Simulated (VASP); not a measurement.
# PtS2 in VASP: further runs

The runs below take PtS2 through single point, with PBEsol+D3(BJ).

Everything below comes from runs of VASP 6.6.1. Logs are shortened: lines on timing, memory, paths and dates and some standing lists are left out, and cuts for length are marked.

**1. The cell of the first run**

The structure is trigonal, space group P-3m1 (No. 164). Conventional cell: a = 3.543 Å, b = 3.543 Å, c = 5.039 Å, α = 90.00°, β = 90.00°, γ = 120.00°. Pt (site symmetry -3m) has 6 S at 2.34 Å within 3.1 Å. S (site symmetry 3m) has 3 Pt at 2.34 Å and 3 S at 3.07 Å within 3.1 Å.

**2. Single point, PBEsol+D3(BJ)**

INCAR

```
SYSTEM = PtS2
PREC = Accurate
ENCUT = 520
EDIFF = 1E-6
ISMEAR = 0
SIGMA = 0.1
LREAL = .FALSE.
LASPH = .TRUE.
NELM = 80
ALGO = Normal
ISIF = 2
LWAVE = .FALSE.
LCHARG = .FALSE.
GGA = PS
IVDW = 12
NBANDS = 18
```

KPOINTS

```
regular mesh
0
G
  8 8 5
  0 0 0
```

POSCAR

```
PtS2
1.0
    3.5432000000      0.0000000000      0.0000000000
   -1.7716000000      3.0685012107      0.0000000000
    0.0000000000      0.0000000000      5.0388000000
Pt S
1 2
Direct
    0.0000000000      0.0000000000      0.0000000000
    0.3333333333      0.6666666667      0.2270000000
    0.6666666667      0.3333333333      0.7730000000
```

Potentials or basis: VASP PAW PBE potentials, release 64 (Pt, S).

Run with:

```bash
$ cat potpaw_PBE.64/Pt/POTCAR potpaw_PBE.64/S/POTCAR > POTCAR
$ mpirun -np 1 vasp_std > vasp.out
```

OUTCAR:

```text
SYSTEM = PtS2
   PREC = Accurate
   ENCUT = 520
   EDIFF = 1E-6
   ISMEAR = 0
   LREAL = .FALSE.
   LASPH = .TRUE.
   NELM = 80
   ISIF = 2
   GGA = PS
   IVDW = 12
 IVDW          = 12

 ion  position               nearest neighbor table
   1  0.000  0.000  0.000-   2 2.34   3 2.34   3 2.34   2 2.34   3 2.34   2 2.34
   2  0.333  0.667  0.227-   1 2.34   1 2.34   1 2.34
   3  0.667  0.333  0.773-   1 2.34   1 2.34   1 2.34

  LATTYP: Found a hexagonal cell.
 ALAT       =     3.5432000000
 C/A-ratio  =     1.4221043125

  Lattice vectors:

 A1 = (   3.5432000000,   0.0000000000,   0.0000000000)
 A2 = (  -1.7716000000,   3.0685012107,   0.0000000000)
 A3 = (   0.0000000000,   0.0000000000,   5.0388000000)

Analysis of symmetry for initial positions (statically):
=====================================================================
 Subroutine PRICEL returns:
 Original cell was already a primitive cell.

 Routine SETGRP: Setting up the symmetry group for a
 hexagonal supercell.

 Subroutine GETGRP returns: Found 12 space group operations
 (whereof 12 operations were pure point group operations)
 out of a pool of 24 trial point group operations.

The static configuration has the point symmetry D_3d.

Analysis of symmetry for dynamics (positions and initial velocities):
=====================================================================
 Subroutine PRICEL returns:
 Original cell was already a primitive cell.

 Routine SETGRP: Setting up the symmetry group for a
 hexagonal supercell.

 Subroutine GETGRP returns: Found 12 space group operations
 (whereof 12 operations were pure point group operations)
 out of a pool of 24 trial point group operations.

The dynamic configuration has the point symmetry D_3d.

 Subroutine INISYM returns: Found 12 space group operations
 (whereof 12 operations are pure point group operations),
 and found     1 'primitive' translations

----------------------------------------------------------------------------------------

                                     Primitive cell

  volume of cell :      54.7834

  direct lattice vectors                    reciprocal lattice vectors
     3.543200000  0.000000000  0.000000000     0.282230752  0.162946001  0.000000000
    -1.771600000  3.068501211  0.000000000     0.000000000  0.325892001  0.000000000
     0.000000000  0.000000000  5.038800000     0.000000000  0.000000000  0.198459951

  length of vectors
     3.543200000  3.543200000  5.038800000     0.325892001  0.325892001  0.198459951

  position of ions in fractional coordinates (direct lattice)
     0.000000000  0.000000000  0.000000000
     0.333333333  0.666666667  0.227000000
     0.666666667  0.333333333  0.773000000

  ion indices of the primitive-cell ions
   primitive index   ion index
                 1           1
                 2           2
                 3           3

----------------------------------------------------------------------------------------

 KPOINTS: regular mesh

Automatic generation of k-mesh.
 Grid dimensions read from file:
 generate k-points for:    8    8    5

 Generating k-lattice:

  Cartesian coordinates                     Fractional coordinates (reciprocal lattice)
     0.035278844  0.020368250  0.000000000     0.125000000 -0.000000000  0.000000000
     0.000000000  0.040736500  0.000000000     0.000000000  0.125000000  0.000000000
     0.000000000  0.000000000  0.039691990     0.000000000  0.000000000  0.200000000

  Length of vectors
     0.040736500  0.040736500  0.039691990

  Shift w.r.t. Gamma in fractional coordinates (k-lattice)
     0.000000000  0.000000000  0.000000000

 Subroutine IBZKPT returns following result:
 ===========================================

 Found     40 irreducible k-points:

 Following reciprocal coordinates:
            Coordinates               Weight
  0.000000  0.000000  0.000000      1.000000
  0.125000  0.000000  0.000000      6.000000
  0.250000  0.000000  0.000000      6.000000
  0.375000  0.000000  0.000000      6.000000
  0.500000  0.000000  0.000000      3.000000
  0.125000  0.125000  0.000000      6.000000
[... 16 lines left out ...]
 -0.125000  0.500000  0.200000     12.000000
  0.250000  0.250000  0.200000     12.000000
 [... further k-points ...]
   k-points           NKPTS =     40   k-points in BZ     NKDIM =     40   number of bands    NBANDS=     18
   number of dos      NEDOS =    301   number of ions     NIONS =      3
   total plane-waves  NPLWV =  31360
   dimension x,y,z NGX =    28 NGY =   28 NGZ =   40
   dimension x,y,z NGXF=    56 NGYF=   56 NGZF=   80
   ions per type =               1   2
   NGX,Y,Z   is equivalent  to a cutoff of  13.14, 13.14, 13.20 a.u.
   NGXF,Y,Z  is equivalent  to a cutoff of  26.28, 26.28, 26.39 a.u.
 SYSTEM =  PtS2
   PREC   = accura    normal or accurate (medium, high low for compatibility)
   ISTART =      0    job   : 0-new  1-cont  2-samecut
   ICHARG =      2    charge: 1-file 2-atom 10-const
   ISPIN  =      1    spin polarized calculation?
   LNONCOLLINEAR =      F non collinear calculations
   LSORBIT =      F    spin-orbit coupling
   LASPH  =      T    aspherical Exc in radial PAW
   ENCUT  =  520.0 eV  38.22 Ry    6.18 a.u.   6.59  6.59  9.37*2*pi/ulx,y,z
   NELM   =     80;   NELMIN=  2; NELMDL= -5     # of ELM steps
   EDIFF  = 0.1E-05   stopping-criterion for ELM
   LREAL  =      F    real-space projection
   EDIFFG = 0.1E-04   stopping-criterion for IOM
   NSW    =      0    number of steps for IOM
   IBRION =     -1    ionic relax: 0-MD 1-quasi-New 2-CG
   NFREE  =      0    steps in history (QN), initial steepest desc. (CG)
   ISIF   =      2    stress and relaxation
   ISYM   =      2    0-nonsym 1-usesym 2-fastsym
   POTIM  = 0.5000    time-step for ionic-motion
   TEBEG  =    0.0;   TEEND  =   0.0 temperature during run
   PSTRESS=    0.0 pullay stress
   NELECT =      22.0000    total number of electrons
   NUPDOWN=      -1.0000    fix difference up-down
   EMIN   =  10.00;   EMAX   =-10.00  energy-range for DOS
   EFERMI =   0.00;   METHOD = LEGACY
   ISMEAR =     0;   SIGMA  =   0.10  broadening in eV -4-tet -1-fermi 0-gaus
   EFERMI_NEDOS =   21; number of points for ismear=-14 and -15
   IALGO  =     38    algorithm
   IMIX   =      4    mixing-type and parameters
     AMIX     =   0.40;   BMIX     =  1.00
     AMIX_MAG =   1.60;   BMIX_MAG =  1.00
  volume/ion in A,a.u.               =      18.26       123.23
  Fermi-wavevector in a.u.,A,eV,Ry     =   1.207812  2.282434 19.848315  1.458810
  Thomas-Fermi vector in A             =   2.343439
   LORBIT       =      0    0 simple, 1 ext, 2 COOP (PROOUT), +10 PAW based schemes
   GGA     = PS    functional components
   LHFCALC =     F    Hartree Fock is set to
   AEXX    =    0.0000 exact exchange contribution
   IVDW    =    12    specifies the selected vdW correction
   LEPSILON=     F    determine dielectric tensor
   LRPA    =     F    only Hartree local field effects (RPA)
 non-spin polarized calculation
 Gauss-broadening in eV      SIGMA  =   0.10
  energy-cutoff  :      520.00
  volume of cell :       54.78
 maximum number of plane-waves:      1507
 NGX is ok and might be reduce to    28
   NGX = 13   NGY = 13   NGZ = 19

 number of electron      22.0000000 magnetization

 Free energy of the ion-electron system (eV)
  ---------------------------------------------------
  ext. energy  EPLUGINS =         0.00000000
  ---------------------------------------------------
  free energy    TOTEN  =       -16.93115342 eV

  energy without entropy =      -16.93115342  energy(sigma->0) =      -16.93115342

 E-fermi :   7.0644     XC(G=0): -10.7677

 val. band max:        6.6200120163   @ k =   0.1250   0.0000   0.0000
 cond. band min:       7.5251305358   @ k =   0.0000   0.2500   0.2000
 fundamental gap:      0.9051185194
 Fermi energy:         7.0643641188

 k-point     1 :       0.0000    0.0000    0.0000
  band No.  band energies     occupation
      1      -8.9287      2.00000
      2      -5.6392      2.00000
      3      -0.4250      2.00000
      4      -0.4250      2.00000
      5      -0.3126      2.00000
      6       2.6501      2.00000
[... 10 lines left out ...]
     17      14.5018      0.00000
     18      18.6085      0.00000

 k-point     2 :       0.1250    0.0000    0.0000
  band No.  band energies     occupation
      1      -8.7180      2.00000
      2      -5.7729      2.00000
      3      -0.2833      2.00000
      4      -0.2604      2.00000
      5      -0.0973      2.00000
      6       2.3384      2.00000
[... 10 lines left out ...]
     17      15.1591      0.00000
     18      17.3248      0.00000

 k-point     3 :       0.2500    0.0000    0.0000
  band No.  band energies     occupation
      1      -8.1384      2.00000
      2      -6.0766      2.00000
      3       0.0273      2.00000
      4       0.0614      2.00000
      5       0.5543      2.00000
      6       1.4172      2.00000
[... 10 lines left out ...]
     17      15.6456      0.00000
     18      15.9339      0.00000

 k-point     4 :       0.3750    0.0000    0.0000
  band No.  band energies     occupation
      1      -7.3823      2.00000
      2      -6.3895      2.00000
      3      -0.4508      2.00000
      4       0.3573      2.00000
      5       1.1320      2.00000
      6       1.5283      2.00000
[... 375 lines left out ...]
      4       0.3337      2.00000
      5       1.3934      2.00000
      6       1.6422      2.00000
[... 10 lines left out ...]
     17      15.7723      0.00000
     18      16.7225      0.00000

 k-point    23 :      -0.1250    0.5000    0.2000
  band No.  band energies     occupation
      1      -7.0067      2.00000
      2      -6.4654      2.00000
      3      -0.7987      2.00000
      4       0.2674      2.00000
      5       1.0795      2.00000
      6       2.1206      2.00000
[... 10 lines left out ...]
     17      16.6329      0.00000
     18      16.7676      0.00000

 k-point    24 :       0.2500    0.2500    0.2000
  band No.  band energies     occupation
      1      -6.9827      2.00000
      2      -6.5107      2.00000
      3      -0.2321      2.00000
      4       0.1810      2.00000
      5       0.7292      2.00000
      6       1.7294      2.00000
[... 10 lines left out ...]
     17      15.9659      0.00000
     18      16.3323      0.00000

 [... further k-points ...]

------------------------ aborting loop because EDIFF is reached ----------------------------------------

 Edisp (eV)   -1.08224

 E8    (eV) :    -0.6728

  FORCE on cell =-STRESS in cart. coord.  units (eV):
  Direction    XX          YY          ZZ          XY          YZ          ZX
  --------------------------------------------------------------------------------------
  -------------------------------------------------------------------------------------
  Total       1.04457     1.04457     0.78556    -0.00000    -0.00000     0.00000
  in kB      30.54912    30.54912    22.97416    -0.00000    -0.00000     0.00000
  external pressure =       28.02 kB  Pullay stress =        0.00 kB

 VOLUME and BASIS-vectors are now :
 -----------------------------------------------------------------------------
  energy-cutoff  :      520.00
  volume of cell :       54.78
      direct lattice vectors                 reciprocal lattice vectors
     3.543200000  0.000000000  0.000000000     0.282230752  0.162946001  0.000000000
    -1.771600000  3.068501211  0.000000000     0.000000000  0.325892001  0.000000000
     0.000000000  0.000000000  5.038800000     0.000000000  0.000000000  0.198459951

 POSITION                                       TOTAL-FORCE (eV/Angst)
 -----------------------------------------------------------------------------------
      0.00000      0.00000      0.00000         0.000000      0.000000      0.000000
     -0.00000      2.04567      1.14381         0.000000     -0.000000      0.942724
      1.77160      1.02283      3.89499        -0.000000      0.000000     -0.942724
 -----------------------------------------------------------------------------------
    total drift:                                0.000000     -0.000000      0.000000

  FREE ENERGIE OF THE ION-ELECTRON SYSTEM (eV)
  ---------------------------------------------------
  free  energy   TOTEN  =       -18.0133972514 eV

  energy  without entropy=      -18.0133972514  energy(sigma->0) =      -18.01339725
```

It took 74 s on 1 thread of AMD EPYC 7R13, shared host; peak memory 0.18 GiB.

Results:

| Quantity | Value |
| --- | --- |
| Free energy | -18.0134 eV |
| Pressure | 2.8 GPa |
| Largest force | 0.943 eV/Å |
| Band gap on the k mesh | 0.91 eV, indirect (least direct gap 0.95 eV) |
| Dispersion energy per atom | -0.361 eV |

Forces in eV/Å, atoms in the order of the input:
```
Pt   0.000  0.000  0.000
S    0.000  0.000  0.943
S    0.000  0.000 -0.943
```

Stress tensor (GPa, compression positive):
```
3.05 0.00 0.00
0.00 3.05 0.00
0.00 0.00 2.30
```

Caveat: the PAW data sets were made with another functional, which shifts forces and pressure a little; spin-orbit coupling is left out, which moves the levels of the heavy elements. As with any semilocal functional, this PBEsol gap is likely too small.

**3. Single point, PBEsol+D3(BJ)**

This run uses another cell than the first one, of 16.06 Å³/atom, 0.880 times its volume.

INCAR

```
SYSTEM = PtS2
ALGO = Normal ; EDIFF = 1E-6
ENCUT = 520 ; GGA = PS
ISIF = 2 ; ISMEAR = 0
IVDW = 12 ; LASPH = .True.
LCHARG = .True. ; LELF = .True.
LREAL = .False. ; LVHAR = .True.
LWAVE = .False. ; NBANDS = 18
NELM = 80 ; PREC = Accurate
SIGMA = 0.1
```

KPOINTS

```
k-points
0
Gamma
  8 8 5
  0 0 0
```

POSCAR

```
PtS2
1.0
    3.5431969676     -0.0046356123      0.0000000000
   -1.7756130418      3.0847653413      0.0000000000
    0.0000000000      0.0000000000      4.4125430395
Pt S
1 2
Direct
    0.0000000000      0.0000000000      0.0000000000
    0.3326336811      0.6659666201      0.2705287177
    0.6673663189      0.3340333799      0.7294712823
```

Potentials or basis: VASP PAW PBE potentials, release 64 (Pt, S).

Run with:

```bash
$ cat potpaw_PBE.64/Pt/POTCAR potpaw_PBE.64/S/POTCAR > POTCAR
$ mpirun -np 1 vasp_std > vasp.out
```

Wall time 4.3 min (1 thread of AMD EPYC 7R13, shared host); peak memory 0.25 GiB.

The run converged. Its results:

| Property | Result |
| --- | --- |
| Free energy | -18.1913 eV |
| Pressure | 0.2 GPa |
| Largest force | 0.031 eV/Å |
| Band gap on the k mesh | zero (band 11 reaches 9.30 eV, above the bottom of band 12 at 9.07 eV) |
| Dispersion energy per atom | -0.414 eV |

Forces in eV/Å, atoms in the order of the input:
```
Pt   0.000  0.000  0.000
S    0.000  0.000 -0.031
S    0.000  0.000  0.031
```

Stress tensor (GPa, compression positive):
```
 0.73  0.25 -0.10
 0.25 -0.13 -0.18
-0.10 -0.18 -0.09
```

Levels at points of the mesh, in eV from the Fermi level:
```
           k point  band 7  band 8  band 9  band 10  band 11  band 12  band 13  band 14  band 15  band 16
(0.00, 0.00, 0.00)   -4.47   -2.64   -1.74    -1.69     0.28     0.77     0.78     2.93     5.15     7.08
(0.50, 0.00, 0.00)   -4.62   -4.19   -3.80    -3.71    -3.20     0.60     2.54     5.44     6.32     6.85
(0.00, 0.50, 0.00)   -4.57   -4.20   -3.80    -3.71    -3.18     0.59     2.55     5.49     6.38     6.92
(0.50, 0.50, 0.00)   -4.60   -4.20   -3.80    -3.71    -3.19     0.59     2.54     5.46     6.35     6.89
```

Caveat: the PAW data sets were made with another functional, which shifts forces and pressure a little; spin-orbit coupling is left out, which moves the levels of the heavy elements; pairwise dispersion overbinds metals, which lowers pressure and volume.
